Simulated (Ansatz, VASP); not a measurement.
Ti in VASP and in Ansatz

INCAR

```
SYSTEM = Ti
  PREC = Accurate
  ENCUT = 520
  EDIFF = 1E-7
  ISMEAR = 0
  SIGMA = 0.15
  LREAL = .FALSE.
  LASPH = .TRUE.
  NELM = 80
  ALGO = Fast
  ISIF = 2
  LWAVE = .FALSE.
  LCHARG = .TRUE.
  GGA = PE
  LELF = .TRUE.
  LVHAR = .TRUE.
  NBANDS = 12
```

Contents of KPOINTS:

```
Automatic mesh
0
G
  20 20 20
  0 0 0
```

Contents of POSCAR:

```
Ti
1.0
   -1.7470044324      1.7470044324      1.7903804682
    1.7470044324     -1.7470044324      1.7903804682
    1.5082327826      1.5082327826     -1.7903804682
Ti
1
Direct
    0.0000000000      0.0000000000      0.0000000000
```

Input for Ansatz:

```yaml
crystal:
  lattice:
    - [-1.7470044324, 1.7470044324, 1.7903804682]
    - [1.7470044324, -1.7470044324, 1.7903804682]
    - [1.5082327826, 1.5082327826, -1.7903804682]
  atoms:
    - { symbol: Ti, position: [0.0, 0.0, 0.0] }
basis:
  ecutwfc: 520.0
kpoints:
  mp_grid: { grid: [20, 20, 20] }
hamiltonian:
  xc: pbe
  pseudopotentials: { kind: paw, azcp: { folder: soft_1 } }
scf:
  occupations: { method: gaussian, width: 0.15 }
output:
  forces: true
  stress: true
  eigenvalues: true
  write_density: true
  write_potential: true
  elf: true
  volumetric_format: npy
```

Change from the starting cell: engineering shear strain xy -0.1467, normal strain along z +0.1000.

Alike in both runs: task single point; functional PBE; k mesh 20 × 20 × 20; occupations gaussian, width 0.15 eV; no spin polarisation.

|  | VASP | Ansatz |
| --- | --- | --- |
| version | VASP 6.6.1 | Ansatz 0.2.0 |
| potentials or method | VASP PAW PBE potentials, release 64 (Ti_sv), cutoff 520 eV | scalar-relativistic, plane waves, PAW |
| valence electrons in the cell | 12 | 12 |

```tsv
	VASP	Ansatz	Ansatz less VASP
gap on the k mesh at the Fermi level (eV)	none	none	-
pressure (GPa)	-8.2	-8.1	+0.13
traceless stress, the component that is largest in VASP (GPa)	3.49	3.50	+0.010
```

A gap of «none» marks a metal or a gap that the smearing closes.
